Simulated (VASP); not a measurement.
Here is a VASP 6.6.1 calculation.

The input POSCAR:

```
O
1.0
    1.3788399106      0.7960735935      3.6318921036
   -1.3788399106      0.7960735935      3.6318921036
    0.0000000000     -1.5921471871      3.6318921036
O
2
Direct
    0.0577000000      0.0577000000      0.0577000000
    0.9423000000      0.9423000000      0.9423000000
```

File INCAR.step1:

```
SYSTEM = O
ALGO = Normal ; EDIFF = 1E-4
ENCUT = 520 ; GGA = PE
ISMEAR = 0 ; ISPIN = 2
LASPH = .True. ; LCHARG = .False.
LREAL = .False. ; LWAVE = .True.
MAGMOM = 0.61 0.61 ; NBANDS = 17
NELM = 150 ; PREC = Accurate
SIGMA = 0.05
```

File INCAR.step2:

```
SYSTEM = O
ALGO = Normal ; EDIFF = 1E-7
ENCUT = 520 ; ISIF = 2
ISMEAR = 0 ; ISPIN = 2
ISTART = 1 ; LASPH = .True.
LCHARG = .False. ; LMIXTAU = .True.
LORBIT = 11 ; LREAL = .False.
LWAVE = .False. ; MAGMOM = 0.61 0.61
METAGGA = R2SCAN ; NBANDS = 17
NELM = 150 ; PREC = Accurate
SIGMA = 0.05
```

KPOINTS

```
k-points
0
Gamma
  12 12 12
  0 0 0
```

Potentials or basis: VASP PAW PBE potentials, release 64 (O).

Run with:

```console
$ cat potpaw_PBE.64/O/POTCAR > POTCAR
$ cp INCAR.step1 INCAR
$ mpirun -np 1 vasp_std > vasp.out
$ cp INCAR.step2 INCAR
$ mpirun -np 1 vasp_std > vasp.out
```

What does it give for the net moment?

0.00 μB per cell.

Predict the band gap on the k mesh.

zero (filled and empty bands overlap).

Stress tensor (GPa, compression positive):
```
 -9.41   0.00   0.00
  0.00  -9.41   0.00
  0.00   0.00 -17.76
```

Caveat: the standard files for N, O and F lose accuracy on very short bonds; the stress differs along the axes, from -18 to -9 GPa; the PAW data sets were made with another functional, which shifts forces and pressure a little.
